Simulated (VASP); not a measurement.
Input of a VASP 6.6.1 run:

POSCAR

```
SrCl2
1.0
    0.0000000000      3.4855000000      3.7643400000
    3.4855000000      0.0000000000      3.7643400000
    3.4855000000      3.4855000000      0.0000000000
Sr Cl
1 2
Direct
    0.0000000000      0.0000000000      0.0000000000
    0.2500000000      0.2500000000      0.2500000000
    0.7500000000      0.7500000000      0.7500000000
```

File INCAR.step1:

```
SYSTEM = SrCl2
ALGO = Normal ; EDIFF = 1E-4
ENCUT = 520 ; GGA = PE
ISMEAR = 0 ; LASPH = .TRUE.
LCHARG = .FALSE. ; LREAL = .FALSE.
LWAVE = .TRUE. ; NBANDS = 19
NELM = 60 ; PREC = Accurate
SIGMA = 0.05
```

The input INCAR.step2:

```
SYSTEM = SrCl2
ALGO = Normal ; EDIFF = 1E-7
ENCUT = 520 ; ISIF = 2
ISMEAR = 0 ; ISTART = 1
LASPH = .TRUE. ; LCHARG = .FALSE.
LMIXTAU = .TRUE. ; LREAL = .FALSE.
LWAVE = .FALSE. ; METAGGA = R2SCAN
NBANDS = 19 ; NELM = 60
PREC = Accurate ; SIGMA = 0.05
```

The input KPOINTS:

```
k-points
0
G
  6 6 6
  0 0 0
```

Potentials or basis: VASP PAW PBE potentials, release 64 (Sr_sv, Cl).

Launch:

```console
$ cat potpaw_PBE.64/Sr_sv/POTCAR potpaw_PBE.64/Cl/POTCAR > POTCAR
$ cp INCAR.step1 INCAR
$ mpirun -np 1 vasp_std > vasp.out
$ cp INCAR.step2 INCAR
$ mpirun -np 1 vasp_std > vasp.out
```

(1) Estimate the pressure.

(2) Estimate the band gap on the k mesh.

## Answers

(1) -2.1 GPa.

(2) 5.35 eV, indirect (least direct gap 5.64 eV).

Caveat: the cell differs from its parent crystal (strain +0.000 along x and y, +0.080 along z); the PAW data sets were made with another functional, which shifts forces and pressure a little.
